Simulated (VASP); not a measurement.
A run of VASP 6.6.1 is set up as follows.

INCAR

```
ALGO = Normal
EDIFF = 1E-6
ENCUT = 520
GGA = PE
ISIF = 2
ISMEAR = -1
LASPH = True
LCHARG = True
LELF = True
LREAL = False
LVHAR = True
LWAVE = False
NBANDS = 16
NELM = 100
PREC = Accurate
SIGMA = 0.03
```

The input KPOINTS:

```
k-points
0
Gamma
  8 8 8
```

The input POSCAR:

```
ZnSe
1.0
    0.0000000000      2.8525674344      2.8525674344
    2.8525674344      0.0000000000      2.8525674344
    2.8525674344      2.8525674344      0.0000000000
Zn Se
1 1
Direct
    0.0000000000      0.0000000000      0.0000000000
    0.7500000000      0.7500000000      0.7500000000
```

Potentials or basis: VASP PAW PBE potentials, release 64 (Zn, Se).

Run with:

```sh
$ cat potpaw_PBE.64/Zn/POTCAR potpaw_PBE.64/Se/POTCAR > POTCAR
$ mpirun -np 1 vasp_std > vasp.out
```

(1) Predict the pressure.

(2) What does it give for the band gap on the k mesh?

## Answers

(1) 1.1 GPa.

(2) 1.21 eV, direct.
